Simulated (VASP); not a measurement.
# I (Pm-3m) in VASP: notebook, part 2 of 2

VASP 6.6.1.

## (4) Single point, PBE (Br replaced by I, lengths x 1.095, strained)

INCAR reads:

```
PREC = Accurate
ENCUT = 520
EDIFF = 1E-6
ISMEAR = 0
SIGMA = 0.1
LREAL = False
LASPH = True
NELM = 80
ALGO = Fast
ISIF = 2
LWAVE = False
LCHARG = False
GGA = PE
NBANDS = 18
```

KPOINTS reads:

```
Automatic mesh
0
Gamma
  8 8 8
```

POSCAR reads:

```
I
1.0
    5.1898789926      0.0000000000      0.0000000000
    0.0000000000      5.1898789926      0.0000000000
    0.0000000000      0.0000000000      5.1898789926
I
3
Direct
    0.5000000000      0.0000000000      0.0000000000
    0.0000000000      0.5000000000      0.0000000000
    0.0000000000      0.0000000000      0.5000000000
```

Potentials or basis: VASP PAW PBE potentials, release 64 (I).

The run is started by

```console
$ cat potpaw_PBE.64/I/POTCAR > POTCAR
$ mpirun -np 1 vasp_std > vasp.out
```

OUTCAR:

```text
PREC = Accurate
   ENCUT = 520
   EDIFF = 1E-6
   ISMEAR = 0
   LREAL = False
   LASPH = True
   NELM = 80
   ISIF = 2
   GGA = PE

 ion  position               nearest neighbor table
   1  0.500  0.000  0.000-
   2  0.000  0.500  0.000-
   3  0.000  0.000  0.500-

  LATTYP: Found a simple cubic cell.
 ALAT       =     5.1898789926

  Lattice vectors:

 A1 = (   5.1898789926,   0.0000000000,   0.0000000000)
 A2 = (   0.0000000000,   5.1898789926,   0.0000000000)
 A3 = (   0.0000000000,   0.0000000000,   5.1898789926)

Analysis of symmetry for initial positions (statically):
=====================================================================
 Subroutine PRICEL returns:
 Original cell was already a primitive cell.

 Routine SETGRP: Setting up the symmetry group for a
 simple cubic supercell.

 Subroutine GETGRP returns: Found 48 space group operations
 (whereof 48 operations were pure point group operations)
 out of a pool of 48 trial point group operations.

The static configuration has the point symmetry O_h .

Analysis of symmetry for dynamics (positions and initial velocities):
=====================================================================
 Subroutine PRICEL returns:
 Original cell was already a primitive cell.

 Routine SETGRP: Setting up the symmetry group for a
 simple cubic supercell.

 Subroutine GETGRP returns: Found 48 space group operations
 (whereof 48 operations were pure point group operations)
 out of a pool of 48 trial point group operations.

The dynamic configuration has the point symmetry O_h .

 Subroutine INISYM returns: Found 48 space group operations
 (whereof 48 operations are pure point group operations),
 and found     1 'primitive' translations

----------------------------------------------------------------------------------------
[... 112 lines left out ...]
   IALGO  =     68    algorithm
   IMIX   =      4    mixing-type and parameters
     AMIX     =   0.40;   BMIX     =  1.00
     AMIX_MAG =   1.60;   BMIX_MAG =  1.00
  volume/ion in A,a.u.               =      46.60       314.45
  Fermi-wavevector in a.u.,A,eV,Ry     =   0.870277  1.644585 10.304802  0.757382
  Thomas-Fermi vector in A             =   1.989219
   LORBIT       =      0    0 simple, 1 ext, 2 COOP (PROOUT), +10 PAW based schemes
   GGA     = PE    functional components
   LHFCALC =     F    Hartree Fock is set to
   AEXX    =    0.0000 exact exchange contribution
   IVDW    =     0    specifies the selected vdW correction
   LEPSILON=     F    determine dielectric tensor
   LRPA    =     F    only Hartree local field effects (RPA)
 non-spin polarized calculation
 RMM-DIIS sequential band-by-band and
 Gauss-broadening in eV      SIGMA  =   0.10
  energy-cutoff  :      520.00
  volume of cell :      139.79
 maximum number of plane-waves:      3840
 NGX is ok and might be reduce to    40
   NGX = 19   NGY = 19   NGZ = 19

 number of electron      20.9999997 magnetization

 Free energy of the ion-electron system (eV)
  ---------------------------------------------------
  ext. energy  EPLUGINS =         0.00000000
  ---------------------------------------------------
  free energy    TOTEN  =        -3.16190286 eV

  energy without entropy =       -3.13267946  energy(sigma->0) =       -3.14729116

 E-fermi :   1.9099     XC(G=0):  -7.6093

 val. band max:        1.9006011477   @ k =   0.5000   0.1250   0.1250
 cond. band min:       1.9101581552   @ k =   0.2500   0.2500   0.1250
 fundamental gap:      0.0095570075
 Fermi energy:         1.9099126528

 k-point     1 :       0.0000    0.0000    0.0000
  band No.  band energies     occupation
      1     -10.9791      2.00000
      2      -9.4685      2.00000
      3      -9.4685      2.00000
      4      -1.3861      2.00000
      5      -1.3861      2.00000
      6      -1.3861      2.00000
[... 481 lines left out ...]
      5      -1.2282      2.00000
      6      -0.3187      2.00000
[... 10 lines left out ...]
     17      10.1322      0.00000
     18      10.4969      0.00000

 [... further k-points ...]

------------------------ aborting loop because EDIFF is reached ----------------------------------------

  FORCE on cell =-STRESS in cart. coord.  units (eV):
  Direction    XX          YY          ZZ          XY          YZ          ZX
  --------------------------------------------------------------------------------------
  -------------------------------------------------------------------------------------
  Total       -1.0983375     -1.0983375     -1.0983375     -0.0000000     -0.0000000      0.0000000
  in kB      -12.5885205    -12.5885205    -12.5885205     -0.0000000     -0.0000000      0.0000000
  external PRESSURE =     -12.5885205 kB  Pullay stress =       0.0000000 kB

 VOLUME and BASIS-vectors are now :
 -----------------------------------------------------------------------------
  energy-cutoff  :      520.00
  volume of cell :      139.79
      direct lattice vectors                 reciprocal lattice vectors
     5.189878993  0.000000000  0.000000000     0.192682720  0.000000000  0.000000000
     0.000000000  5.189878993  0.000000000     0.000000000  0.192682720  0.000000000
     0.000000000  0.000000000  5.189878993     0.000000000  0.000000000  0.192682720

 POSITION                                       TOTAL-FORCE (eV/Angst)
 -----------------------------------------------------------------------------------
      2.59494      0.00000      0.00000         0.000000      0.000000      0.000000
      0.00000      2.59494      0.00000         0.000000      0.000000      0.000000
      0.00000      0.00000      2.59494         0.000000      0.000000      0.000000
 -----------------------------------------------------------------------------------
    total drift:                                0.000000      0.000000     -0.000000

  FREE ENERGIE OF THE ION-ELECTRON SYSTEM (eV)
  ---------------------------------------------------
  free  energy   TOTEN  =        -3.1619028592 eV

  energy  without entropy=       -3.1326794648  energy(sigma->0) =       -3.14729116
```

OSZICAR:

```text
N       E                     dE             d eps       ncg     rms          rms(c)
DAV:   1     0.116848614967E+03    0.11685E+03   -0.73709E+03  1260   0.893E+02
DAV:   2     0.586356660224E+01   -0.11099E+03   -0.10793E+03  1702   0.145E+02
DAV:   3    -0.295968569711E+01   -0.88233E+01   -0.87583E+01  1416   0.473E+01
DAV:   4    -0.317568775734E+01   -0.21600E+00   -0.21596E+00  2128   0.854E+00
DAV:   5    -0.317663146508E+01   -0.94371E-03   -0.94370E-03  1624   0.598E-01    0.509E+00
RMM:   6    -0.316163008816E+01    0.15001E-01   -0.17404E-02  1338   0.593E-01    0.310E+00
RMM:   7    -0.316247202826E+01   -0.84194E-03   -0.28571E-02  1469   0.829E-01    0.317E-01
RMM:   8    -0.316188130995E+01    0.59072E-03   -0.35450E-03  1476   0.350E-01    0.709E-02
RMM:   9    -0.316190481886E+01   -0.23509E-04   -0.47871E-04  1635   0.161E-01    0.560E-02
RMM:  10    -0.316190129291E+01    0.35260E-05   -0.12767E-04  1592   0.798E-02    0.278E-02
RMM:  11    -0.316190270400E+01   -0.14111E-05   -0.38132E-05  1696   0.446E-02    0.155E-02
RMM:  12    -0.316190285918E+01   -0.15518E-06   -0.84687E-06  1502   0.203E-02
   1 F= -.31619029E+01 E0= -.31472912E+01  d E =-.292234E-01
```

stdout:

```text
POSCAR found type information on POSCAR I
 POSCAR found :  1 types and       3 ions
 scaLAPACK will be used
 LDA part: xc-table for (Slater+PW92), standard interpolation
 POSCAR, INCAR and KPOINTS ok, starting setup
 FFT: planning ... GRIDC
 FFT: planning ... GRID_SOFT
 FFT: planning ... GRID
 WAVECAR not read
 entering main loop
```

Wall time 94 s (1 thread of Oxide Virtual Turin-like, shared host); peak memory 0.23 GiB.

Results:

* Free energy: -3.1619 eV
* Pressure: -1.3 GPa
* Band gap on the k mesh: zero (an odd number of electrons rules out a gap without spin polarisation)

Caveat: the cell differs from its parent crystal (Br replaced by I, lengths x 1.095, strained); spin-orbit coupling is left out, which moves the levels of the heavy elements; an odd number of electrons without spin polarisation forces a metal; a magnetic or distorted state may lie lower.

## (5) Summary

```csv
cell,k mesh,gap on the mesh (eV),pressure (GPa)
"a = 4.971 Å, 3 atoms",4 × 4 × 4,none,1.2
"a = 5.129 Å, 3 atoms",8 × 8 × 8,none,-0.8
"a = 5.190 Å, 3 atoms",8 × 8 × 8,none,-1.3
```

Alike in all rows: task single point; level PBE; potentials or basis VASP PAW PBE potentials, release 64 (I); no spin polarisation; cutoff (eV) 520; smearing gaussian 0.1 eV.

Caveats: spin-orbit coupling is left out, which moves the levels of the heavy elements; an odd number of electrons without spin polarisation forces a metal; a magnetic or distorted state may lie lower.

Total energies depend on the potentials used, so only differences within one code and one set of settings carry meaning.

The gap in the log of VASP goes by the Fermi energy; the results here count the filled bands.